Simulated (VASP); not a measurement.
# C (Fd-3m) in VASP: notebook, part 2 of 2

VASP 6.6.1. Earlier steps stand in the parts before.

## (4) Single point, RPBE (volume scaled by 1.08)

Contents of INCAR:

```
SYSTEM = C
PREC     = Accurate       ! precision mode
ENCUT    = 520            ! plane-wave cutoff, eV
EDIFF    = 1E-6           ! SCF threshold, eV
ISMEAR   = -1             ! smearing method
SIGMA    = 0.05           ! smearing width, eV
LREAL    = .FALSE.        ! projectors in reciprocal space
LASPH    = .TRUE.         ! aspherical terms in the spheres
NELM     = 100            ! most SCF steps
ALGO     = Normal         ! electronic algorithm
ISIF     = 2              ! what is computed and relaxed
LWAVE    = .FALSE.        ! write WAVECAR
LCHARG   = .FALSE.        ! write CHGCAR
GGA      = RP             ! functional
NBANDS   = 11             ! bands
```

Contents of KPOINTS:

```
Automatic mesh
0
G
  13 13 13
  0 0 0
```

Contents of POSCAR:

```
C
1.0
    0.0000000000      1.8409530801      1.8409530801
    1.8409530801      0.0000000000      1.8409530801
    1.8409530801      1.8409530801      0.0000000000
C
2
Direct
    0.5000000000      0.5000000000      0.5000000000
    0.7500000000      0.7500000000      0.7500000000
```

Potentials or basis: VASP PAW PBE potentials, release 64 (C).

The run is started by

```
> cat potpaw_PBE.64/C/POTCAR > POTCAR
> mpirun -np 1 vasp_std > vasp.out
```

OUTCAR:

```text
SYSTEM = C
   PREC = Accurate
   ENCUT = 520
   EDIFF = 1E-6
   ISMEAR = -1
   LREAL = .FALSE.
   LASPH = .TRUE.
   NELM = 100
   ISIF = 2
   GGA = RP

 ion  position               nearest neighbor table
   1  0.500  0.500  0.500-   2 1.59   2 1.59   2 1.59   2 1.59
   2  0.750  0.750  0.750-   1 1.59   1 1.59   1 1.59   1 1.59

  LATTYP: Found a face centered cubic cell.
 ALAT       =     3.6819061602

  Lattice vectors:

 A1 = (   0.0000000000,   1.8409530801,   1.8409530801)
 A2 = (   1.8409530801,   0.0000000000,   1.8409530801)
 A3 = (   1.8409530801,   1.8409530801,   0.0000000000)

Analysis of symmetry for initial positions (statically):
=====================================================================
 Subroutine PRICEL returns:
 Original cell was already a primitive cell.

 Routine SETGRP: Setting up the symmetry group for a
 face centered cubic supercell.

 Subroutine GETGRP returns: Found 48 space group operations
 (whereof 24 operations were pure point group operations)
 out of a pool of 48 trial point group operations.

The static configuration has the point symmetry T_d .
 The point group associated with its full space group is O_h .

Analysis of symmetry for dynamics (positions and initial velocities):
=====================================================================
 Subroutine PRICEL returns:
 Original cell was already a primitive cell.

 Routine SETGRP: Setting up the symmetry group for a
 face centered cubic supercell.

 Subroutine GETGRP returns: Found 48 space group operations
 (whereof 24 operations were pure point group operations)
 out of a pool of 48 trial point group operations.

The dynamic configuration has the point symmetry T_d .
 The point group associated with its full space group is O_h .

 Subroutine INISYM returns: Found 48 space group operations
 (whereof 24 operations are pure point group operations),
 and found     1 'primitive' translations

----------------------------------------------------------------------------------------

                                     Primitive cell

  volume of cell :      12.4784

  direct lattice vectors                    reciprocal lattice vectors
     0.000000000  1.840953080  1.840953080    -0.271598448  0.271598448  0.271598448
     1.840953080  0.000000000  1.840953080     0.271598448 -0.271598448  0.271598448
     1.840953080  1.840953080  0.000000000     0.271598448  0.271598448 -0.271598448

  length of vectors
     2.603500814  2.603500814  2.603500814     0.470422312  0.470422312  0.470422312

  position of ions in fractional coordinates (direct lattice)
     0.500000000  0.500000000  0.500000000
     0.750000000  0.750000000  0.750000000

  ion indices of the primitive-cell ions
   primitive index   ion index
                 1           1
                 2           2

----------------------------------------------------------------------------------------

 KPOINTS: Automatic mesh

Automatic generation of k-mesh.
 Grid dimensions read from file:
 generate k-points for:   13   13   13

 Generating k-lattice:

  Cartesian coordinates                     Fractional coordinates (reciprocal lattice)
    -0.020892188  0.020892188  0.020892188     0.076923077  0.000000000  0.000000000
     0.020892188 -0.020892188  0.020892188     0.000000000  0.076923077  0.000000000
     0.020892188  0.020892188 -0.020892188     0.000000000  0.000000000  0.076923077

  Length of vectors
     0.036186332  0.036186332  0.036186332

  Shift w.r.t. Gamma in fractional coordinates (k-lattice)
     0.000000000  0.000000000  0.000000000

 Subroutine IBZKPT returns following result:
 ===========================================

 Found     84 irreducible k-points:

 Following reciprocal coordinates:
            Coordinates               Weight
  0.000000  0.000000  0.000000      1.000000
  0.076923  0.000000  0.000000      8.000000
  0.153846  0.000000  0.000000      8.000000
  0.230769  0.000000  0.000000      8.000000
  0.307692  0.000000  0.000000      8.000000
  0.384615  0.000000  0.000000      8.000000
[... 16 lines left out ...]
  0.384615  0.153846  0.000000     24.000000
  0.461538  0.153846  0.000000     24.000000
 [... further k-points ...]
   k-points           NKPTS =     84   k-points in BZ     NKDIM =     84   number of bands    NBANDS=     11
   number of dos      NEDOS =    301   number of ions     NIONS =      2
   total plane-waves  NPLWV =   8000
   dimension x,y,z NGX =    20 NGY =   20 NGZ =   20
   dimension x,y,z NGXF=    40 NGYF=   40 NGZF=   40
   ions per type =               2
   NGX,Y,Z   is equivalent  to a cutoff of  12.77, 12.77, 12.77 a.u.
   NGXF,Y,Z  is equivalent  to a cutoff of  25.54, 25.54, 25.54 a.u.
 SYSTEM =  C
   PREC   = accura    normal or accurate (medium, high low for compatibility)
   ISTART =      0    job   : 0-new  1-cont  2-samecut
   ICHARG =      2    charge: 1-file 2-atom 10-const
   ISPIN  =      1    spin polarized calculation?
   LNONCOLLINEAR =      F non collinear calculations
   LSORBIT =      F    spin-orbit coupling
   LASPH  =      T    aspherical Exc in radial PAW
   ENCUT  =  520.0 eV  38.22 Ry    6.18 a.u.   4.84  4.84  4.84*2*pi/ulx,y,z
   NELM   =    100;   NELMIN=  2; NELMDL= -5     # of ELM steps
   EDIFF  = 0.1E-05   stopping-criterion for ELM
   LREAL  =      F    real-space projection
   EDIFFG = 0.1E-04   stopping-criterion for IOM
   NSW    =      0    number of steps for IOM
   IBRION =     -1    ionic relax: 0-MD 1-quasi-New 2-CG
   NFREE  =      0    steps in history (QN), initial steepest desc. (CG)
   ISIF   =      2    stress and relaxation
   ISYM   =      2    0-nonsym 1-usesym 2-fastsym
   POTIM  = 0.5000    time-step for ionic-motion
   TEBEG  =    0.0;   TEEND  =   0.0 temperature during run
   PSTRESS=    0.0 pullay stress
   NELECT =       8.0000    total number of electrons
   NUPDOWN=      -1.0000    fix difference up-down
   EMIN   =  10.00;   EMAX   =-10.00  energy-range for DOS
   EFERMI =   0.00;   METHOD = LEGACY
   ISMEAR =    -1;   SIGMA  =   0.05  broadening in eV -4-tet -1-fermi 0-gaus
   EFERMI_NEDOS =   21; number of points for ismear=-14 and -15
   IALGO  =     38    algorithm
   IMIX   =      4    mixing-type and parameters
     AMIX     =   0.40;   BMIX     =  1.00
     AMIX_MAG =   1.60;   BMIX_MAG =  1.00
  volume/ion in A,a.u.               =       6.24        42.10
  Fermi-wavevector in a.u.,A,eV,Ry     =   1.411623  2.667581 27.112057  1.992680
  Thomas-Fermi vector in A             =   2.533456
   LORBIT       =      0    0 simple, 1 ext, 2 COOP (PROOUT), +10 PAW based schemes
   GGA     = RP    functional components
   LHFCALC =     F    Hartree Fock is set to
   AEXX    =    0.0000 exact exchange contribution
   IVDW    =     0    specifies the selected vdW correction
   LEPSILON=     F    determine dielectric tensor
   LRPA    =     F    only Hartree local field effects (RPA)
 non-spin polarized calculation
  energy-cutoff  :      520.00
  volume of cell :       12.48
 maximum number of plane-waves:       343
   NGX =  9   NGY =  9   NGZ =  9

 number of electron       8.0000002 magnetization

 Free energy of the ion-electron system (eV)
  ---------------------------------------------------
  ext. energy  EPLUGINS =         0.00000000
  ---------------------------------------------------
  free energy    TOTEN  =       -17.15273959 eV

  energy without entropy =      -17.15273959  energy(sigma->0) =      -17.15273959

 E-fermi :   9.5314     XC(G=0): -12.6811

 val. band max:        8.5181190417   @ k =   0.0000   0.0000   0.0000
 cond. band min:      12.4638538504   @ k =   0.3846   0.3846   0.0000
 fundamental gap:      3.9457348088
 Fermi energy:         9.5314174621

 k-point     1 :       0.0000    0.0000    0.0000
  band No.  band energies     occupation
      1     -11.7931      2.00000
      2       8.5181      2.00000
      3       8.5181      2.00000
      4       8.5181      2.00000
      5      13.8534      0.00000
      6      13.8534      0.00000
      7      13.8534      0.00000
      8      19.6758      0.00000
      9      26.7834      0.00000
     10      33.9410      0.00000
     11      33.9410      0.00000
[... 309 lines left out ...]
 k-point    24 :       0.4615    0.1538    0.0000
  band No.  band energies     occupation
      1      -7.1541      2.00000
      2      -2.0110      2.00000
      3       4.3614      2.00000
      4       4.9539      2.00000
      5      15.2150      0.00000
      6      18.2391      0.00000
      7      18.4856      0.00000
      8      21.6169      0.00000
      9      28.1435      0.00000
     10      30.2734      0.00000
     11      34.3097      0.00000

 [... further k-points ...]
[... 5 lines left out ...]
  --------------------------------------------------------------------------------------
  -------------------------------------------------------------------------------------
  Total       -2.1507416     -2.1507416     -2.1507416      0.0000000     -0.0000000      0.0000000
  in kB     -276.1472089   -276.1472089   -276.1472089      0.0000000     -0.0000000      0.0000000
  external PRESSURE =    -276.1472089 kB  Pullay stress =       0.0000000 kB

 VOLUME and BASIS-vectors are now :
 -----------------------------------------------------------------------------
  energy-cutoff  :      520.00
  volume of cell :       12.48
      direct lattice vectors                 reciprocal lattice vectors
     0.000000000  1.840953080  1.840953080    -0.271598448  0.271598448  0.271598448
     1.840953080  0.000000000  1.840953080     0.271598448 -0.271598448  0.271598448
     1.840953080  1.840953080  0.000000000     0.271598448  0.271598448 -0.271598448

 POSITION                                       TOTAL-FORCE (eV/Angst)
 -----------------------------------------------------------------------------------
      1.84095      1.84095      1.84095         0.000000      0.000000      0.000000
      2.76143      2.76143      2.76143        -0.000000     -0.000000     -0.000000
 -----------------------------------------------------------------------------------
    total drift:                                0.000000     -0.000000      0.000000

  FREE ENERGIE OF THE ION-ELECTRON SYSTEM (eV)
  ---------------------------------------------------
  free  energy   TOTEN  =       -17.1527395876 eV

  energy  without entropy=      -17.1527395876  energy(sigma->0) =      -17.15273959
```

It took 13 s on 1 thread of AMD EPYC 7R13, shared host; peak memory 0.09 GiB.

What came out:

- Free energy: -17.1527 eV
- Pressure: -27.6 GPa
- Band gap on the k mesh: 3.95 eV, indirect (least direct gap 5.34 eV)

Levels at points of the mesh, in eV from the valence-band top:
```csv
k point,band 1,band 2,band 3,band 4,band 5,band 6,band 7,band 8
"(0.00, 0.00, 0.00)",-20.31,0.00,0.00,0.00,5.34,5.34,5.34,11.16
```

Caveat: the PAW data sets were made with another functional, which shifts forces and pressure a little. A k mesh can miss the band edges.

## (5) Overview

| cell | gap on the mesh (eV) | pressure (GPa) |
| --- | --- | --- |
| a = 2.538 Å, angles 60.0°, 2 atoms | 4.10 | 0.5 |
| a = 2.571 Å, angles 60.0°, 2 atoms | 4.02 | -14.9 |
| a = 2.604 Å, angles 60.0°, 2 atoms | 3.95 | -27.6 |

Alike in all rows: task single point; level RPBE; potentials or basis VASP PAW PBE potentials, release 64 (C); no spin polarisation; k mesh 13 × 13 × 13; cutoff (eV) 520; smearing fermi-dirac 0.05 eV.

Caveats: the PAW data sets were made with another functional, which shifts forces and pressure a little.

Absolute energies hang on the potentials; compare differences alone.
